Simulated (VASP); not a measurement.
# HfO2 (Fm-3m) in VASP: notebook, part 2 of 2

VASP 6.6.1. The steps go on from the part before.

## 4. Electric field gradients, PBE (volume scaled by 1.06)

INCAR reads:

```
SYSTEM = HfO2
  PREC = Accurate
  ENCUT = 520
  EDIFF = 1E-8
  ISMEAR = -1
  SIGMA = 0.01
  LREAL = .False.
  LASPH = .True.
  NELM = 100
  ALGO = Normal
  ISIF = 2
  LWAVE = .False.
  LCHARG = .False.
  GGA = PE
  LEFG = .True.
  NBANDS = 18
```

KPOINTS reads:

```
regular mesh
0
Gamma
  9 9 9
  0 0 0
```

POSCAR reads:

```
HfO2
1.0
    0.0000000000      2.6076597933      2.6076597933
    2.6076597933      0.0000000000      2.6076597933
    2.6076597933      2.6076597933      0.0000000000
Hf O
1 2
Direct
    0.0000000000      0.0000000000      0.0000000000
    0.2500000000      0.2500000000      0.2500000000
    0.7500000000      0.7500000000      0.7500000000
```

Potentials or basis: VASP PAW PBE potentials, release 64 (Hf_pv, O).

On the command line:

```
> cat potpaw_PBE.64/Hf_pv/POTCAR potpaw_PBE.64/O/POTCAR > POTCAR
> mpirun -np 1 vasp_std > vasp.out
```

OUTCAR:

```text
SYSTEM = HfO2
   PREC = Accurate
   ENCUT = 520
   EDIFF = 1E-8
   ISMEAR = -1
   LREAL = .False.
   LASPH = .True.
   NELM = 100
   ISIF = 2
   GGA = PE

 ion  position               nearest neighbor table
   1  0.000  0.000  0.000-   3 2.26   3 2.26   3 2.26   2 2.26   3 2.26   2 2.26   2 2.26   2 2.26

   2  0.250  0.250  0.250-   1 2.26   1 2.26   1 2.26   1 2.26
   3  0.750  0.750  0.750-   1 2.26   1 2.26   1 2.26   1 2.26

  LATTYP: Found a face centered cubic cell.
 ALAT       =     5.2153195866

  Lattice vectors:

 A1 = (   0.0000000000,   2.6076597933,   2.6076597933)
 A2 = (   2.6076597933,   0.0000000000,   2.6076597933)
 A3 = (   2.6076597933,   2.6076597933,   0.0000000000)

Analysis of symmetry for initial positions (statically):
=====================================================================
 Subroutine PRICEL returns:
 Original cell was already a primitive cell.

 Routine SETGRP: Setting up the symmetry group for a
 face centered cubic supercell.

 Subroutine GETGRP returns: Found 48 space group operations
 (whereof 48 operations were pure point group operations)
 out of a pool of 48 trial point group operations.

The static configuration has the point symmetry O_h .

Analysis of symmetry for dynamics (positions and initial velocities):
=====================================================================
 Subroutine PRICEL returns:
 Original cell was already a primitive cell.

 Routine SETGRP: Setting up the symmetry group for a
 face centered cubic supercell.

 Subroutine GETGRP returns: Found 48 space group operations
 (whereof 48 operations were pure point group operations)
[... 160 lines left out ...]
      1     -26.5086      2.00000
      2     -26.5086      2.00000
      3     -26.5086      2.00000
      4     -14.6434      2.00000
      5     -12.0195      2.00000
      6      -1.2671      2.00000
[... 481 lines left out ...]
      5     -12.9646      2.00000
      6      -2.2385      2.00000
[... 10 lines left out ...]
     17      14.7408      0.00000
     18      16.4976      0.00000

 [... further k-points ...]
[... 5 lines left out ...]
  --------------------------------------------------------------------------------------
  -------------------------------------------------------------------------------------
  Total       -3.8948149     -3.8948149     -3.8948149     -0.0000000      0.0000000     -0.0000000
  in kB     -175.9602675   -175.9602675   -175.9602675     -0.0000000      0.0000000     -0.0000000
  external PRESSURE =    -175.9602675 kB  Pullay stress =       0.0000000 kB

 VOLUME and BASIS-vectors are now :
 -----------------------------------------------------------------------------
  energy-cutoff  :      520.00
  volume of cell :       35.46
      direct lattice vectors                 reciprocal lattice vectors
     0.000000000  2.607659793  2.607659793    -0.191742804  0.191742804  0.191742804
     2.607659793  0.000000000  2.607659793     0.191742804 -0.191742804  0.191742804
     2.607659793  2.607659793  0.000000000     0.191742804  0.191742804 -0.191742804

 POSITION                                       TOTAL-FORCE (eV/Angst)
 -----------------------------------------------------------------------------------
      0.00000      0.00000      0.00000         0.000000      0.000000      0.000000
      1.30383      1.30383      1.30383        -0.000000     -0.000000     -0.000000
      3.91149      3.91149      3.91149         0.000000      0.000000      0.000000
 -----------------------------------------------------------------------------------
    total drift:                                0.000000      0.000000      0.000000

  FREE ENERGIE OF THE ION-ELECTRON SYSTEM (eV)
  ---------------------------------------------------
  free  energy   TOTEN  =       -30.0845229230 eV

  energy  without entropy=      -30.0845229230  energy(sigma->0) =      -30.08452292

 Electric field gradients (V/A^2)
---------------------------------------------------------------------
 ion       V_xx      V_yy      V_zz      V_xy      V_xz      V_yz
---------------------------------------------------------------------
   1       0.000    -0.000     0.000    -0.000    -0.000    -0.000
   2       0.000    -0.000    -0.000     0.001     0.001     0.001
   3      -0.000    -0.000    -0.000     0.001     0.001     0.001
---------------------------------------------------------------------

 Electric field gradients after diagonalization (V/A^2)
 (convention: |V_zz| > |V_xx| > |V_yy|)
----------------------------------------------------------------------
 ion       V_xx      V_yy      V_zz     asymmetry (V_yy - V_xx)/ V_zz
----------------------------------------------------------------------
   1       0.000     0.000    -0.001       0.000
   2      -0.001    -0.001     0.001       0.000
   3      -0.001    -0.001     0.001       0.000
----------------------------------------------------------------------

           NMR quadrupolar parameters

 Cq : quadrupolar parameter    Cq=e*Q*V_zz/h
 eta: asymmetry parameters     (V_yy - V_xx)/ V_zz
 Q  : nuclear electric quadrupole moment in mb (millibarn)
----------------------------------------------------------------------
 ion       Cq(MHz)       eta       Q (mb)
----------------------------------------------------------------------
   1      -0.000       0.000       1.000
   2       0.000       0.000       1.000
   3       0.000       0.000       1.000
----------------------------------------------------------------------
```

stdout:

```text
POSCAR found type information on POSCAR HfO
 POSCAR found :  2 types and       3 ions
 scaLAPACK will be used
 LDA part: xc-table for (Slater+PW92), standard interpolation
 POSCAR, INCAR and KPOINTS ok, starting setup
 FFT: planning ... GRIDC
 FFT: planning ... GRID_SOFT
 FFT: planning ... GRID
 WAVECAR not read
 entering main loop
ion   1

ion   2

ion   3
```

Wall time 19 s (1 thread of Intel Xeon Platinum 8559C (Emerald Rapids), shared host); peak memory 0.16 GiB.

What came out:

| Item | Value |
| --- | --- |
| Free energy | -30.0845 eV |
| Pressure | -17.6 GPa |
| Band gap on the k mesh | 3.66 eV, indirect (least direct gap 3.77 eV) |

Caveat: without QUAD_EFG the Cq values of the log hold for a quadrupole moment of 1 mb, not for the nuclei; spin-orbit coupling is left out, which moves the levels of the heavy elements. A k mesh can miss the band edges.

## 5. Summary

| cell | gap on the mesh (eV) | pressure (GPa) |
| --- | --- | --- |
| a = 3.605 Å, angles 60.0°, 3 atoms | 3.86 | -3.7 |
| a = 3.641 Å, angles 60.0°, 3 atoms | 3.78 | -10.3 |
| a = 3.688 Å, angles 60.0°, 3 atoms | 3.66 | -17.6 |

Alike in all rows: task electric field gradients; level PBE; potentials or basis VASP PAW PBE potentials, release 64 (Hf_pv, O); no spin polarisation; k mesh 9 × 9 × 9; cutoff (eV) 520; smearing fermi-dirac 0.01 eV.

Caveats: spin-orbit coupling is left out, which moves the levels of the heavy elements.

Total energies depend on the potentials used, so only differences within one code and one set of settings carry meaning.
